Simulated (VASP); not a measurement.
# C in VASP: a series of runs

The runs below take C through single point, relaxation of cell and atoms, with BLYP+D3(BJ), PBEsol, LDA.

Program: VASP 6.6.1. These are calculated values, not measurements. Logs are shortened: lines on timing, memory, paths and dates and some standing lists are left out, and cuts for length are marked.

### 1 The cell of the first run

The cell holds a slab with vacuum, 4 atoms: a = 2.471 Å, b = 2.471 Å, c = 23.877 Å, α = 90.00°, β = 90.00°, γ = 120.00°.

### 2 Single point, BLYP+D3(BJ)

INCAR reads:

```
  AGGAC = 1.0
  AGGAX = 1.0
  ALDAC = 0.0
  ALDAX = 1.0
  ALGO = Normal
  EDIFF = 1E-6
  ENCUT = 520
  GGA = B5
  ISIF = 2
  ISMEAR = 1
  IVDW = 12
  LASPH = True
  LCHARG = True
  LELF = True
  LREAL = False
  LVHAR = True
  LWAVE = False
  NBANDS = 16
  NELM = 60
  PREC = Accurate
  SIGMA = 0.1
  VDW_A1 = 0.4298
  VDW_A2 = 4.2359
  VDW_S6 = 1.0
  VDW_S8 = 2.6996
```

KPOINTS reads:

```
k-points
0
Gamma
  9 9 1
```

POSCAR reads:

```
C
1.0
    2.4710897745     -0.0000000029      0.0000000000
   -1.2355448847      2.1400265212      0.0000000000
    0.0000000000      0.0000000000     23.8768498011
C
4
Direct
    0.0000000000      0.0000000000      0.5684179429
    0.0000000000      0.0000000000      0.4315820571
    0.3333333333      0.6666666667      0.4315111934
    0.6666666667      0.3333333333      0.5684888066
```

Potentials or basis: VASP PAW PBE potentials, release 64 (C).

On the command line:

```sh
cat potpaw_PBE.64/C/POTCAR > POTCAR
mpirun -np 1 vasp_std > vasp.out
```

OUTCAR:

```text
EDIFF = 1E-6
   ENCUT = 520
   GGA = B5
   ISIF = 2
   ISMEAR = 1
   IVDW = 12
   LASPH = True
   LREAL = False
   NELM = 60
   PREC = Accurate
 IVDW          = 12

 ion  position               nearest neighbor table
   1  0.000  0.000  0.568-   4 1.43   4 1.43   4 1.43
   2  0.000  0.000  0.432-   3 1.43   3 1.43   3 1.43
   3  0.333  0.667  0.432-   2 1.43   2 1.43   2 1.43
   4  0.667  0.333  0.568-   1 1.43   1 1.43   1 1.43

  LATTYP: Found a hexagonal cell.
 ALAT       =     2.4710897745
 C/A-ratio  =     9.6624776839

  Lattice vectors:

 A1 = (   2.4710897745,  -0.0000000029,   0.0000000000)
 A2 = (  -1.2355448847,   2.1400265212,   0.0000000000)
 A3 = (   0.0000000000,   0.0000000000,  23.8768498011)

Analysis of symmetry for initial positions (statically):
=====================================================================
 Subroutine PRICEL returns:
 Original cell was already a primitive cell.

 Routine SETGRP: Setting up the symmetry group for a
 hexagonal supercell.

 Subroutine GETGRP returns: Found 12 space group operations
 (whereof 12 operations were pure point group operations)
 out of a pool of 24 trial point group operations.

The static configuration has the point symmetry D_3d.

Analysis of symmetry for dynamics (positions and initial velocities):
=====================================================================
 Subroutine PRICEL returns:
 Original cell was already a primitive cell.

 Routine SETGRP: Setting up the symmetry group for a
 hexagonal supercell.

 Subroutine GETGRP returns: Found 12 space group operations
 (whereof 12 operations were pure point group operations)
 out of a pool of 24 trial point group operations.

The dynamic configuration has the point symmetry D_3d.

 Subroutine INISYM returns: Found 12 space group operations
 (whereof 12 operations are pure point group operations),
 and found     1 'primitive' translations

----------------------------------------------------------------------------------------

                                     Primitive cell

  volume of cell :     126.2655

  direct lattice vectors                    reciprocal lattice vectors
     2.471089774 -0.000000003  0.000000000     0.404679753  0.233641964  0.000000000
    -1.235544885  2.140026521  0.000000000     0.000000001  0.467283929  0.000000000
     0.000000000  0.000000000 23.876849801     0.000000000  0.000000000  0.041881572

  length of vectors
[... 76 lines left out ...]
   NSW    =      0    number of steps for IOM
   IBRION =     -1    ionic relax: 0-MD 1-quasi-New 2-CG
   NFREE  =      0    steps in history (QN), initial steepest desc. (CG)
   ISIF   =      2    stress and relaxation
   ISYM   =      2    0-nonsym 1-usesym 2-fastsym
   POTIM  = 0.5000    time-step for ionic-motion
   TEBEG  =    0.0;   TEEND  =   0.0 temperature during run
   PSTRESS=    0.0 pullay stress
   NELECT =      16.0000    total number of electrons
   NUPDOWN=      -1.0000    fix difference up-down
   EMIN   =  10.00;   EMAX   =-10.00  energy-range for DOS
   EFERMI =   0.00;   METHOD = LEGACY
   ISMEAR =     1;   SIGMA  =   0.10  broadening in eV -4-tet -1-fermi 0-gaus
   EFERMI_NEDOS =   21; number of points for ismear=-14 and -15
   IALGO  =     38    algorithm
   IMIX   =      4    mixing-type and parameters
     AMIX     =   0.40;   BMIX     =  1.00
     AMIX_MAG =   1.60;   BMIX_MAG =  1.00
  volume/ion in A,a.u.               =      31.57       213.02
  Fermi-wavevector in a.u.,A,eV,Ry     =   0.822280  1.553885  9.199511  0.676145
  Thomas-Fermi vector in A             =   1.933588
   LORBIT       =      0    0 simple, 1 ext, 2 COOP (PROOUT), +10 PAW based schemes
   GGA     = B5    functional components
   LHFCALC =     F    Hartree Fock is set to
   AEXX    =    0.0000 exact exchange contribution
   IVDW    =    12    specifies the selected vdW correction
   LEPSILON=     F    determine dielectric tensor
   LRPA    =     F    only Hartree local field effects (RPA)
 non-spin polarized calculation
 Methfessel and Paxton  Order N= 1 SIGMA  =   0.10
  energy-cutoff  :      520.00
  volume of cell :      126.27
 maximum number of plane-waves:      3446
   NGX =  9   NGY =  9   NGZ = 89

 number of electron      15.9999996 magnetization

 Free energy of the ion-electron system (eV)
  ---------------------------------------------------
  ext. energy  EPLUGINS =         0.00000000
  ---------------------------------------------------
  free energy    TOTEN  =       -34.59430406 eV

  energy without entropy =      -34.59291101  energy(sigma->0) =      -34.59383971

 E-fermi :  -1.4545     XC(G=0):  -3.0965

 val. band max:       -1.8356608547   @ k =   0.3333   0.3333   0.0000
 cond. band min:      -1.4544690313   @ k =   0.3333   0.3333   0.0000
 fundamental gap:      0.3811918234
 Fermi energy:        -1.4544690554

 k-point     1 :       0.0000    0.0000    0.0000
  band No.  band energies     occupation
      1     -20.9193      2.00000
      2     -20.7346      2.00000
      3      -9.5144      2.00000
      4      -8.4124      2.00000
      5      -4.6444      2.00000
      6      -4.6444      2.00000
[... 205 lines left out ...]
      3     -14.0135      2.00000
      4     -13.9572      2.00000
      5     -11.9104      2.00000
      6     -11.9104      2.00000
[... 8 lines left out ...]
     15      11.3502      0.00000
     16      12.0825      0.00000

------------------------ aborting loop because EDIFF is reached ----------------------------------------

 Edisp (eV)   -0.96215

 E8    (eV) :    -0.5859

  FORCE on cell =-STRESS in cart. coord.  units (eV):
  Direction    XX          YY          ZZ          XY          YZ          ZX
  --------------------------------------------------------------------------------------
  -------------------------------------------------------------------------------------
  Total       0.12621     0.12621    -0.01931     0.00000     0.00000     0.00000
  in kB       1.60142     1.60142    -0.24499     0.00000     0.00000     0.00000
  external pressure =        0.99 kB  Pullay stress =        0.00 kB

 VOLUME and BASIS-vectors are now :
 -----------------------------------------------------------------------------
  energy-cutoff  :      520.00
  volume of cell :      126.27
      direct lattice vectors                 reciprocal lattice vectors
     2.471089774 -0.000000003  0.000000000     0.404679753  0.233641964  0.000000000
    -1.235544885  2.140026521  0.000000000     0.000000001  0.467283929  0.000000000
     0.000000000  0.000000000 23.876849801     0.000000000  0.000000000  0.041881572

 POSITION                                       TOTAL-FORCE (eV/Angst)
 -----------------------------------------------------------------------------------
      0.00000      0.00000     13.57203         0.000000      0.000000      0.000733
      0.00000      0.00000     10.30482         0.000000     -0.000000     -0.000733
      0.00000      1.42668     10.30313        -0.000000      0.000000      0.001998
      1.23554      0.71334     13.57372        -0.000000     -0.000000     -0.001998
 -----------------------------------------------------------------------------------
    total drift:                                0.000000      0.000000      0.000000

  FREE ENERGIE OF THE ION-ELECTRON SYSTEM (eV)
  ---------------------------------------------------
  free  energy   TOTEN  =       -35.5564561615 eV

  energy  without entropy=      -35.5550631119  energy(sigma->0) =      -35.55599181
```

OSZICAR:

```text
N       E                     dE             d eps       ncg     rms          rms(c)
DAV:   1     0.114477998385E+03    0.11448E+03   -0.62978E+03   384   0.781E+02
DAV:   2    -0.236518000232E+02   -0.13813E+03   -0.11723E+03   584   0.183E+02
DAV:   3    -0.369431837783E+02   -0.13291E+02   -0.13099E+02   504   0.627E+01
[... 12 lines left out ...]
DAV:  16    -0.345943807784E+02   -0.16943E-03   -0.12002E-03   424   0.169E-01    0.399E-03
DAV:  17    -0.345943195592E+02    0.61219E-04   -0.15163E-03   392   0.196E-01    0.205E-03
DAV:  18    -0.345943056430E+02    0.13916E-04   -0.28193E-05   424   0.350E-02    0.945E-04
DAV:  19    -0.345943042702E+02    0.13728E-05   -0.46614E-06   472   0.181E-02    0.705E-04
DAV:  20    -0.345943040635E+02    0.20664E-06   -0.40258E-06   416   0.128E-02
   1 F= -.35556456E+02 E0= -.35555992E+02  d E =-.139305E-02
```

Wall time 77 s (1 thread of AMD EPYC 7R43 (Zen 3), shared host); peak memory 0.19 GiB.

Results:

```
Free energy                : -35.5565 eV
Band gap on the k mesh     : zero (filled and empty bands touch)
Dispersion energy per atom : -0.241 eV
```

Caveat: the PAW data sets were made with another functional, which shifts forces and pressure a little.

### 3 Single point, PBEsol

INCAR reads:

```
SYSTEM = C
PREC = Accurate
ENCUT = 520
EDIFF = 1E-6
ISMEAR = 1
SIGMA = 0.1
LREAL = .False.
LASPH = .True.
NELM = 60
ALGO = Normal
ISIF = 2
LWAVE = .False.
LCHARG = .True.
GGA = PS
LELF = .True.
LVHAR = .True.
NBANDS = 16
```

KPOINTS reads:

```
regular mesh
0
Gamma
  9 9 1
  0 0 0
```

POSCAR reads:

```
C
1.0
    2.4592299254     -0.0000000029      0.0000000000
   -1.2296149602      2.1297555906      0.0000000000
    0.0000000000      0.0000000000     24.1455139004
C
4
Direct
    0.0000000000      0.0000000000      0.5722748435
    0.0000000000      0.0000000000      0.4277251565
    0.3333333333      0.6666666667      0.4276860954
    0.6666666667      0.3333333333      0.5723139046
```

Potentials or basis: VASP PAW PBE potentials, release 64 (C).

On the command line:

```sh
cat potpaw_PBE.64/C/POTCAR > POTCAR
mpirun -np 1 vasp_std > vasp.out
```

Wall time 44 s (1 thread of AMD EPYC 7R43 (Zen 3), shared host); peak memory 0.18 GiB.

The run converged. Its results:

```
Free energy            : -38.5520 eV
Band gap on the k mesh : zero (filled and empty bands touch)
```

Levels at points of the mesh, in eV from the Fermi level:
```tsv
k point	band 6	band 7	band 8	band 9	band 10	band 11
(0.00, 0.00, 0.00)	-2.99	-2.99	-2.99	3.46	3.91	4.36
```

Caveat: the PAW data sets were made with another functional, which shifts forces and pressure a little.

### 4 Single point, LDA

This run uses another cell than the first one, of 31.11 Å³/atom, 0.986 times its volume.

INCAR reads:

```
SYSTEM = C
  PREC = Accurate
  ENCUT = 520
  EDIFF = 1E-6
  ISMEAR = 1
  SIGMA = 0.1
  LREAL = .FALSE.
  LASPH = .TRUE.
  NELM = 80
  ALGO = Normal
  ISIF = 2
  LWAVE = .FALSE.
  LCHARG = .FALSE.
  GGA = CA
  NBANDS = 16
```

KPOINTS reads:

```
Automatic mesh
0
G
  9 9 1
  0 0 0
```

POSCAR reads:

```
C
1.0
    2.4452687480     -0.0000000029      0.0000000000
   -1.2226343715      2.1176648563      0.0000000000
    0.0000000000      0.0000000000     24.0306680826
C
4
Direct
    0.0000000000      0.0000000000      0.5680838531
    0.0000000000      0.0000000000      0.4319161469
    0.3333333333      0.6666666667      0.4318567940
    0.6666666667      0.3333333333      0.5681432060
```

Potentials or basis: VASP PAW LDA potentials, release 64 (C).

On the command line:

```sh
cat potpaw_LDA.64/C/POTCAR > POTCAR
mpirun -np 1 vasp_std > vasp.out
```

Wall time 42 s (1 thread of AMD EPYC 7R43 (Zen 3), shared host); peak memory 0.15 GiB.

It converged, with:

```yaml
Free_energy: -40.3819 eV
Band_gap_on_the_k_mesh: zero (filled and empty bands touch)
```

Levels at points of the mesh, in eV from the Fermi level:
| k point | band 6 | band 7 | band 8 | band 9 | band 10 | band 11 |
| --- | --- | --- | --- | --- | --- | --- |
| (0.00, 0.00, 0.00) | -3.00 | -2.99 | -2.99 | 3.49 | 4.00 | 4.58 |

### 5 Relaxation of cell and atoms, PBEsol

INCAR reads:

```
SYSTEM = C
ALGO = Normal ; EDIFF = 1E-6
EDIFFG = -0.01 ; ENCUT = 600
GGA = PS ; IBRION = 2
ISIF = 3 ; ISMEAR = 1
LASPH = .TRUE. ; LCHARG = .FALSE.
LREAL = .FALSE. ; LWAVE = .FALSE.
NELM = 100 ; NSW = 80
PREC = Accurate ; SIGMA = 0.1
```

KPOINTS reads:

```
k-points
0
G
  9 9 1
  0 0 0
```

POSCAR reads:

```
C
1.0
    2.4562275100      0.0000000000      0.0000000000
   -1.2281137500      2.1271554200      0.0000000000
    0.0000000000      0.0000000000     24.1339601700
C
4
Direct
    0.0000000000      0.0000000000      0.5704687700
    0.0000000000      0.0000000000      0.4295312300
    0.3333333300      0.6666666700      0.4295245600
    0.6666666700      0.3333333300      0.5704754400
```

Potentials or basis: VASP PAW PBE potentials, release 64 (C).

On the command line:

```sh
cat potpaw_PBE.64/C/POTCAR > POTCAR
mpirun -np 1 vasp_std > vasp.out
```

Run time: 3.2 min. Hardware: 1 thread of AMD EPYC 7R43 (Zen 3), shared host; peak memory 0.22 GiB.

The run converged. Its results:

```yaml
Free_energy: -38.5600 eV
Relaxed_cell: a = 2.460 Å, b = 2.460 Å, c = 24.079 Å, α = 90.00°, β = 90.00°, γ = 120.00°
Space_group_after_relaxing_to_0.05_Å: P-3m1 (No. 164)
Energy_gained_by_relaxing: 0.3 meV/atom
Ionic_steps: 10
Largest_force_after_relaxing: 0.009 eV/Å
Band_gap_on_the_k_mesh: zero (filled and empty bands touch)
```

Forces on the atoms (eV/Å):
```
C    0.000  0.000  0.009
C    0.000  0.000 -0.009
C    0.000  0.000 -0.006
C    0.000  0.000  0.006
```

Step by step:
```tsv
step	energy change (eV)	largest force (eV/Å)	pressure (GPa)	volume (Å³)
1	0.0000	0.0237	0.37	126.09
2	0.0031	0.0180	-0.86	127.43
3	-0.0007	0.0163	0.00	126.50
4	-0.0007	0.0116	-0.01	126.49
5	-0.0007	0.0128	-0.01	126.49
6	-0.0007	0.0150	-0.01	126.49
7	-0.0008	0.0140	-0.01	126.48
8	-0.0008	0.0141	-0.01	126.43
9	-0.0009	0.0121	0.00	126.35
10	-0.0010	0.0090	0.01	126.19
```

Final structure:
```
C
1.0
     2.45994    0.00000    0.00000
    -1.22997    2.13037    0.00000
     0.00000    0.00000   24.07855
C
4
Direct
  0.00000 0.00000 0.57081
  0.00000 0.00000 0.42919
  0.33333 0.66667 0.42915
  0.66667 0.33333 0.57085
```

Levels at points of the mesh, in eV from the Fermi level:
```tsv
k point	band 4	band 5	band 6	band 7	band 8	band 9	band 10	band 11	band 12
(0.00, 0.00, 0.00)	-7.22	-2.99	-2.99	-2.98	-2.98	3.52	3.97	4.31	5.10
```

Caveat: the PAW data sets were made with another functional, which shifts forces and pressure a little.

### 6 The runs side by side

```csv
task,level,potentials or basis,cell,cutoff (eV),gap on the mesh (eV)
single point,BLYP+D3(BJ),"VASP PAW PBE potentials, release 64 (C)","a = 2.471, b = 2.471, c = 23.877 Å, angles 90.0, 90.0, 120.0°, 4 atoms",520,none
single point,PBEsol,"VASP PAW PBE potentials, release 64 (C)","a = 2.459, b = 2.459, c = 24.146 Å, angles 90.0, 90.0, 120.0°, 4 atoms",520,none
single point,LDA,"VASP PAW LDA potentials, release 64 (C)","a = 2.445, b = 2.445, c = 24.031 Å, angles 90.0, 90.0, 120.0°, 4 atoms",520,none
relaxation of cell and atoms,PBEsol,"VASP PAW PBE potentials, release 64 (C)","relaxed from a = 2.456, b = 2.456, c = 24.134 Å, angles 90.0, 90.0, 120.0°, 4 atoms",600,none
```

Alike in all rows: no spin polarisation; k mesh 9 × 9 × 1; smearing methfessel-paxton 0.1 eV.

Caveats: the PAW data sets were made with another functional, which shifts forces and pressure a little (some runs).

Absolute energies hang on the potentials; compare differences alone.
